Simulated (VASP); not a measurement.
# KBr (P1) in VASP: notebook

The runs below take KBr through single point, with PBE.

Everything below comes from runs of VASP 6.6.1. Logs are shortened: lines on timing, memory, paths and dates and some standing lists are left out, and cuts for length are marked.

**1. The cell of the first run**

The typed cell holds 2 atoms: a = 5.234 Å, b = 5.234 Å, c = 5.234 Å, α = 60.00°, β = 60.00°, γ = 60.00°.

**2. Single point, PBE**

INCAR

```
SYSTEM = KBr
PREC = Accurate
ENCUT = 520
EDIFF = 1E-6
ISMEAR = -1
SIGMA = 0.02
LREAL = .FALSE.
LASPH = .TRUE.
NELM = 100
ALGO = Normal
ISIF = 2
LWAVE = .FALSE.
LCHARG = .FALSE.
GGA = PE
NBANDS = 15
```

KPOINTS

```
regular mesh
0
G
  4 4 4
  0 0 0
```

POSCAR

```
KBr
1.0
    0.0000000000      3.7013010000      3.7013010000
    3.7013010000      0.0000000000      3.7013010000
    3.7013010000      3.7013010000      0.0000000000
K Br
1 1
Direct
   -0.0017166937     -0.0002812525      0.0042655272
    0.2507679057      0.2515192631      0.2477632865
```

Potentials or basis: VASP PAW PBE potentials, release 64 (K_sv, Br).

Launch:

```bash
cat potpaw_PBE.64/K_sv/POTCAR potpaw_PBE.64/Br/POTCAR > POTCAR
mpirun -np 1 vasp_std > vasp.out
```

OUTCAR:

```text
SYSTEM = KBr
   PREC = Accurate
   ENCUT = 520
   EDIFF = 1E-6
   ISMEAR = -1
   LREAL = .FALSE.
   LASPH = .TRUE.
   NELM = 100
   ISIF = 2
   GGA = PE

 ion  position               nearest neighbor table
   1  0.998  1.000  0.004-   2 3.19   2 3.20   2 3.20   2 3.23
   2  0.251  0.252  0.248-   1 3.19   1 3.20   1 3.20   1 3.23

  LATTYP: Found a face centered cubic cell.
 ALAT       =     7.4026020000

  Lattice vectors:

 A1 = (   0.0000000000,   3.7013010000,   3.7013010000)
 A2 = (   3.7013010000,   0.0000000000,   3.7013010000)
 A3 = (   3.7013010000,   3.7013010000,   0.0000000000)

Analysis of symmetry for initial positions (statically):
=====================================================================
 Subroutine PRICEL returns:
 Original cell was already a primitive cell.

 Routine SETGRP: Setting up the symmetry group for a
 face centered cubic supercell.

 Subroutine GETGRP returns: Found  1 space group operations
 (whereof  1 operations were pure point group operations)
 out of a pool of 48 trial point group operations.

The static configuration has the point symmetry C_1 .

Analysis of symmetry for dynamics (positions and initial velocities):
=====================================================================
 Subroutine PRICEL returns:
 Original cell was already a primitive cell.

 Routine SETGRP: Setting up the symmetry group for a
 face centered cubic supercell.

 Subroutine GETGRP returns: Found  1 space group operations
 (whereof  1 operations were pure point group operations)
 out of a pool of 48 trial point group operations.

The dynamic configuration has the point symmetry C_1 .

 Subroutine INISYM returns: Found  1 space group operations
 (whereof  1 operations are pure point group operations),
 and found     1 'primitive' translations

----------------------------------------------------------------------------------------

                                     Primitive cell

  volume of cell :     101.4129

  direct lattice vectors                    reciprocal lattice vectors
     0.000000000  3.701301000  3.701301000    -0.135087635  0.135087635  0.135087635
     3.701301000  0.000000000  3.701301000     0.135087635 -0.135087635  0.135087635
     3.701301000  3.701301000  0.000000000     0.135087635  0.135087635 -0.135087635

  length of vectors
     5.234430073  5.234430073  5.234430073     0.233978648  0.233978648  0.233978648

  position of ions in fractional coordinates (direct lattice)
     0.998283306  0.999718747  0.004265527
[... 88 lines left out ...]
   PSTRESS=    0.0 pullay stress
   NELECT =      16.0000    total number of electrons
   NUPDOWN=      -1.0000    fix difference up-down
   EMIN   =  10.00;   EMAX   =-10.00  energy-range for DOS
   EFERMI =   0.00;   METHOD = LEGACY
   ISMEAR =    -1;   SIGMA  =   0.02  broadening in eV -4-tet -1-fermi 0-gaus
   EFERMI_NEDOS =   21; number of points for ismear=-14 and -15
   IALGO  =     38    algorithm
   IMIX   =      4    mixing-type and parameters
     AMIX     =   0.40;   BMIX     =  1.00
     AMIX_MAG =   1.60;   BMIX_MAG =  1.00
  volume/ion in A,a.u.               =      50.71       342.18
  Fermi-wavevector in a.u.,A,eV,Ry     =   0.884607  1.671665 10.646963  0.782530
  Thomas-Fermi vector in A             =   2.005530
   LORBIT       =      0    0 simple, 1 ext, 2 COOP (PROOUT), +10 PAW based schemes
   GGA     = PE    functional components
   LHFCALC =     F    Hartree Fock is set to
   AEXX    =    0.0000 exact exchange contribution
   IVDW    =     0    specifies the selected vdW correction
   LEPSILON=     F    determine dielectric tensor
   LRPA    =     F    only Hartree local field effects (RPA)
 non-spin polarized calculation
  energy-cutoff  :      520.00
  volume of cell :      101.41
 maximum number of plane-waves:      2764
 NGX is ok and might be reduce to    40
   NGX = 19   NGY = 19   NGZ = 19

 number of electron      15.9999999 magnetization

 Free energy of the ion-electron system (eV)
  ---------------------------------------------------
  ext. energy  EPLUGINS =         0.00000000
  ---------------------------------------------------
  free energy    TOTEN  =        -6.03586044 eV

  energy without entropy =       -6.03586044  energy(sigma->0) =       -6.03586044

 E-fermi :  -2.5661     XC(G=0):  -5.9100

 val. band max:       -3.1520139244   @ k =   0.5000  -0.2500  -0.2500
 cond. band min:       1.1076623098   @ k =   0.0000   0.0000   0.0000
 fundamental gap:      4.2596762341
 Fermi energy:        -2.5661394562

 k-point     1 :       0.0000    0.0000    0.0000
  band No.  band energies     occupation
      1     -30.9703      2.00000
      2     -15.0256      2.00000
      3     -14.4667      2.00000
      4     -14.4661      2.00000
      5     -14.4660      2.00000
      6      -3.1721      2.00000
      7      -3.1715      2.00000
      8      -3.1625      2.00000
      9       1.1077      0.00000
     10       5.4432      0.00000
     11       5.4433      0.00000
     12       6.3550      0.00000
     13       6.4475      0.00000
     14       6.4533      0.00000
[... 401 lines left out ...]
      2     -15.2436      2.00000
      3     -14.4830      2.00000
      4     -14.4765      2.00000
      5     -14.2073      2.00000
      6      -3.4905      2.00000
      7      -3.2455      2.00000
      8      -3.1653      2.00000
      9       3.1867      0.00000
     10       3.9421      0.00000
     11       4.9375      0.00000
     12       5.5120      0.00000
     13       6.6130      0.00000
     14       6.7024      0.00000
     15       6.9606      0.00000

 [... further k-points ...]

------------------------ aborting loop because EDIFF is reached ----------------------------------------

  FORCE on cell =-STRESS in cart. coord.  units (eV):
  Direction    XX          YY          ZZ          XY          YZ          ZX
  --------------------------------------------------------------------------------------
  -------------------------------------------------------------------------------------
  Total        0.1090485      0.1092412      0.1091397     -0.0347635      0.0383823      0.0324495
  in kB        1.7228088      1.7258539      1.7242503     -0.5492123      0.6063848      0.5126553
  external PRESSURE =       1.7243043 kB  Pullay stress =       0.0000000 kB

 VOLUME and BASIS-vectors are now :
 -----------------------------------------------------------------------------
  energy-cutoff  :      520.00
  volume of cell :      101.41
      direct lattice vectors                 reciprocal lattice vectors
     0.000000000  3.701301000  3.701301000    -0.135087635  0.135087635  0.135087635
     3.701301000  0.000000000  3.701301000     0.135087635 -0.135087635  0.135087635
     3.701301000  3.701301000  0.000000000     0.135087635  0.135087635 -0.135087635

 POSITION                                       TOTAL-FORCE (eV/Angst)
 -----------------------------------------------------------------------------------
      3.71605      3.71073      7.39521        -0.022081     -0.018585      0.019959
      1.84800      1.84521      1.85912         0.022081      0.018585     -0.019959
 -----------------------------------------------------------------------------------
    total drift:                                0.000072      0.000050     -0.000009

  FREE ENERGIE OF THE ION-ELECTRON SYSTEM (eV)
  ---------------------------------------------------
  free  energy   TOTEN  =        -6.0358604444 eV

  energy  without entropy=       -6.0358604444  energy(sigma->0) =       -6.03586044
```

stdout:

```text
POSCAR found type information on POSCAR K Br
 POSCAR found :  2 types and       2 ions
 scaLAPACK will be used
 LDA part: xc-table for (Slater+PW92), standard interpolation
 POSCAR, INCAR and KPOINTS ok, starting setup
 FFT: planning ... GRIDC
 FFT: planning ... GRID_SOFT
 FFT: planning ... GRID
 WAVECAR not read
 entering main loop
```

It took 46 s on 1 thread of Intel Xeon Platinum 8259CL at 2.50GHz (Skylake/Cascade Lake), shared host; peak memory 0.26 GiB.

What came out:

```yaml
Free_energy: -6.0359 eV
Pressure: 0.2 GPa
Largest_force: 0.035 eV/Å
Band_gap_on_the_k_mesh: 4.26 eV (least direct gap 4.27 eV)
```

Forces in eV/Å, atoms in the order of the input:
```
K   -0.022 -0.019  0.020
Br   0.022  0.019 -0.020
```

Levels at points of the mesh, in eV from the valence-band top:
```
           k point  band 5  band 6  band 7  band 8  band 9  band 10  band 11  band 12
(0.00, 0.00, 0.00)  -11.31   -0.02   -0.02   -0.01    4.26     8.60     8.60     9.51
(0.50, 0.00, 0.00)  -11.09   -0.39    0.00    0.00    6.49     6.94     8.16     8.20
(0.00, 0.50, 0.00)  -11.09   -0.39    0.00    0.00    6.49     6.94     8.16     8.20
(0.00, 0.00, 0.50)  -11.11   -0.39   -0.01   -0.01    6.50     6.97     8.19     8.19
(0.50, 0.50, 0.50)  -11.09   -0.39    0.00    0.00    6.49     6.94     8.16     8.20
(0.50, 0.50, 0.00)  -11.03   -0.43   -0.02   -0.02    6.06     7.16     8.86     9.43
(0.00, 0.50, 0.50)  -11.03   -0.43   -0.02   -0.02    6.06     7.16     8.86     9.43
(0.50, 0.00, 0.50)  -11.03   -0.43   -0.02   -0.02    6.06     7.16     8.86     9.43
```

Caveat: the atoms stand as in a frame of molecular dynamics.

**3. Single point, PBE**

This run uses another cell than the first one, of 51.80 Å³/atom.

INCAR

```
SYSTEM = KBr
ALGO = Normal
EDIFF = 1E-6
ENCUT = 520
GGA = PE
ISIF = 2
ISMEAR = -1
LASPH = .TRUE.
LCHARG = .TRUE.
LELF = .TRUE.
LREAL = .FALSE.
LVHAR = .TRUE.
LWAVE = .FALSE.
NBANDS = 15
NELM = 100
PREC = Accurate
SIGMA = 0.02
```

KPOINTS

```
k-points
0
G
  4 4 4
  0 0 0
```

POSCAR

```
KBr
1.0
    0.0000000000      3.7277470000      3.7277470000
    3.7277470000      0.0000000000      3.7277470000
    3.7277470000      3.7277470000      0.0000000000
K Br
1 1
Direct
   -0.0020099272     -0.0016504607      0.0063916623
    0.2511726252      0.2534141936      0.2453050059
```

Potentials or basis: VASP PAW PBE potentials, release 64 (K_sv, Br).

Launch:

```bash
cat potpaw_PBE.64/K_sv/POTCAR potpaw_PBE.64/Br/POTCAR > POTCAR
mpirun -np 1 vasp_std > vasp.out
```

Wall time 46 s (1 thread of Intel Xeon Platinum 8259CL at 2.50GHz (Skylake/Cascade Lake), shared host); peak memory 0.25 GiB.

The run converged. Its results:

| Quantity | Value |
| --- | --- |
| Free energy | -6.0361 eV |
| Pressure | 0.0 GPa |
| Largest force | 0.054 eV/Å |
| Band gap on the k mesh | 4.22 eV (least direct gap 4.23 eV) |

Forces on the atoms (eV/Å):
```
K   -0.024 -0.033  0.035
Br   0.024  0.033 -0.035
```

Stress tensor (GPa, compression positive):
```
-0.02 -0.09  0.09
-0.09 -0.03  0.06
 0.09  0.06 -0.03
```

Levels at points of the mesh, in eV from the valence-band top:
```tsv
k point	band 5	band 6	band 7	band 8	band 9	band 10	band 11	band 12
(0.00, 0.00, 0.00)	-11.37	-0.02	-0.02	-0.01	4.22	8.55	8.56	9.40
(0.50, 0.00, 0.00)	-11.15	-0.38	0.00	0.00	6.43	6.87	8.10	8.17
(0.00, 0.50, 0.00)	-11.15	-0.38	0.00	0.00	6.43	6.86	8.10	8.17
(0.00, 0.00, 0.50)	-11.18	-0.37	-0.02	-0.02	6.44	6.92	8.15	8.16
(0.50, 0.50, 0.50)	-11.15	-0.38	0.00	0.00	6.43	6.87	8.10	8.18
(0.50, 0.50, 0.00)	-11.09	-0.42	-0.03	-0.02	6.03	7.12	8.71	9.36
(0.00, 0.50, 0.50)	-11.09	-0.42	-0.03	-0.02	6.03	7.12	8.71	9.36
(0.50, 0.00, 0.50)	-11.09	-0.42	-0.03	-0.02	6.03	7.12	8.71	9.36
```

Caveat: the atoms stand as in a frame of molecular dynamics.

**4. Single point, PBE**

This run uses another cell than the first one, of 52.67 Å³/atom.

INCAR

```
  ALGO = Normal
  EDIFF = 1E-6
  ENCUT = 520
  GGA = PE
  ISIF = 2
  ISMEAR = -1
  LASPH = T
  LCHARG = T
  LELF = T
  LREAL = F
  LVHAR = T
  LWAVE = F
  NBANDS = 15
  NELM = 80
  PREC = Accurate
  SIGMA = 0.02
```

KPOINTS

```
k-points
0
Gamma
  4 4 4
```

POSCAR

```
KBr
1.0
    0.0000000000      3.7485330000      3.7485330000
    3.7485330000      0.0000000000      3.7485330000
    3.7485330000      3.7485330000      0.0000000000
K Br
1 1
Direct
   -0.0040229071     -0.0016787901      0.0070504915
    0.2506547228      0.2556673504      0.2425054014
```

Launch:

```bash
cat potpaw_PBE.64/K_sv/POTCAR potpaw_PBE.64/Br/POTCAR > POTCAR
mpirun -np 1 vasp_std > vasp.out
```

Run time: 46 s. Hardware: 1 thread of Intel Xeon Platinum 8259CL at 2.50GHz (Skylake/Cascade Lake), shared host; peak memory 0.25 GiB.

Results (log left out):

| Item | Value |
| --- | --- |
| Free energy | -6.0343 eV |
| Pressure | -0.2 GPa |
| Largest force | 0.066 eV/Å |
| Band gap on the k mesh | 4.19 eV |

Forces on the atoms (eV/Å):
```
K   -0.025 -0.038  0.048
Br   0.025  0.038 -0.048
```

Stress tensor (GPa, compression positive):
```
-0.16 -0.12  0.10
-0.12 -0.16  0.07
 0.10  0.07 -0.17
```

Levels at points of the mesh, in eV from the valence-band top:
```tsv
k point	band 5	band 6	band 7	band 8	band 9	band 10	band 11	band 12
(0.00, 0.00, 0.00)	-11.42	-0.03	-0.02	0.00	4.19	8.52	8.52	9.31
(0.50, 0.00, 0.00)	-11.19	-0.38	-0.01	0.00	6.38	6.81	8.05	8.15
(0.00, 0.50, 0.00)	-11.19	-0.38	0.00	0.00	6.37	6.80	8.05	8.14
(0.00, 0.00, 0.50)	-11.23	-0.37	-0.02	-0.02	6.39	6.88	8.11	8.14
(0.50, 0.50, 0.50)	-11.20	-0.38	-0.01	0.00	6.38	6.82	8.05	8.15
(0.50, 0.50, 0.00)	-11.14	-0.41	-0.04	-0.02	6.01	7.10	8.60	9.28
(0.00, 0.50, 0.50)	-11.14	-0.41	-0.03	-0.03	6.01	7.10	8.60	9.28
(0.50, 0.00, 0.50)	-11.14	-0.41	-0.04	-0.02	6.01	7.10	8.60	9.28
```

Caveat: the atoms stand as in a frame of molecular dynamics.

**5. The runs side by side**

| cell | gap on the mesh (eV) | pressure (GPa) | largest force (eV/Å) |
| --- | --- | --- | --- |
| a = 5.234 Å, angles 60.0°, 2 atoms, atomic positions A | 4.26 | 0.2 | 0.04 |
| a = 5.272 Å, angles 60.0°, 2 atoms, atomic positions B | 4.22 | 0.0 | 0.05 |
| a = 5.301 Å, angles 60.0°, 2 atoms, atomic positions C | 4.19 | -0.2 | 0.07 |

Alike in all rows: task single point; level PBE; potentials or basis VASP PAW PBE potentials, release 64 (K_sv, Br); no spin polarisation; k mesh 4 × 4 × 4; cutoff (eV) 520; smearing fermi-dirac 0.02 eV.

Caveats: the atoms stand as in a frame of molecular dynamics.

Absolute energies hang on the potentials; compare differences alone.
